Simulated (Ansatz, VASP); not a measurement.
**Pt: VASP beside Ansatz**

```
CELL_PARAMETERS angstrom
0.00000 -1.95897 -1.95897
0.00000 1.95897 -1.95897
3.91794 0.00000 0.00000
ATOMIC_POSITIONS crystal
Pt 0.51700 0.49433 0.50000
Pt 0.98300 0.00567 0.00000
```

Change from the starting cell: mode 4 frozen in at -0.044 Å and mode 5 at -0.022 Å (largest displacements).

Alike in both runs: task single point; functional PBEsol; k mesh 16 × 16 × 12; occupations gaussian, width 0.15 eV; no spin polarisation.

|  | VASP | Ansatz |
| --- | --- | --- |
| version | VASP 6.6.1 | Ansatz 0.2.0 |
| potentials or method | VASP PAW PBE potentials, release 64 (Pt), cutoff 520 eV | scalar-relativistic, plane waves, PAW |
| valence electrons in the cell | 20 | 36 |

```csv
,VASP,Ansatz,Ansatz less VASP
gap on the k mesh at the Fermi level (eV),none,none,-
pressure (GPa),0.4,0.8,+0.38
"traceless stress, the component that is largest in VASP (GPa)",-0.51,-0.52,-0.007
rms of the force components (eV/Å),0.336,0.339,+0.0031
```

VASP's potentials were made for PBE, not for PBEsol, and Ansatz warns of the same on its side. Atom by atom the forces differ by 0.003 eV/Å (rms over components). A gap of «none» marks a metal or a gap that the smearing closes. VASP's potentials hold 20 valence electrons a cell and Ansatz's 36, so a difference there can come from the potentials and not from the codes.

Neither program's run includes spin-orbit coupling.
